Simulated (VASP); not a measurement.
Here is a VASP 6.6.1 calculation.

Contents of INCAR:

```
PREC = Accurate
ENCUT = 520
EDIFF = 1E-8
ISMEAR = -1
SIGMA = 0.03
LREAL = False
LASPH = True
NELM = 150
ALGO = Normal
ISIF = 2
LWAVE = False
LCHARG = False
ISPIN = 2
MAGMOM = 1.5 0
LORBIT = 11
LMAXMIX = 4
GGA = PE
LEFG = True
NBANDS = 19
```

The input KPOINTS:

```
Automatic mesh
0
Gamma
  17 17 17
```

POSCAR

```
NiO
1.0
    0.0000000000      2.0913100000      2.0703969000
    2.0913100000      0.0000000000      2.0703969000
    2.0913100000      2.0913100000      0.0000000000
Ni O
1 1
Direct
    0.0000000000      0.0000000000      0.0000000000
    0.5000000000      0.5000000000      0.5000000000
```

Potentials or basis: VASP PAW PBE potentials, release 64 (Ni, O).

Launch:

```sh
$ cat potpaw_PBE.64/Ni/POTCAR potpaw_PBE.64/O/POTCAR > POTCAR
$ mpirun -np 1 vasp_std > vasp.out
```

Problem. Estimate the net moment.

Solution. 1.68 μB per cell.

Problem. Estimate the site moments.

Solution. Ni +1.39; O +0.25 μB.

Stress tensor (GPa, compression positive):
```
5.36 0.00 0.00
0.00 5.36 0.00
0.00 0.00 6.47
```

Caveat: the cell differs from its parent crystal (zz strain of -1 %); without QUAD_EFG the Cq values of the log hold for a quadrupole moment of 1 mb, not for the nuclei; a cell with one magnetic atom can't hold antiferromagnetic order, which such compounds often take.
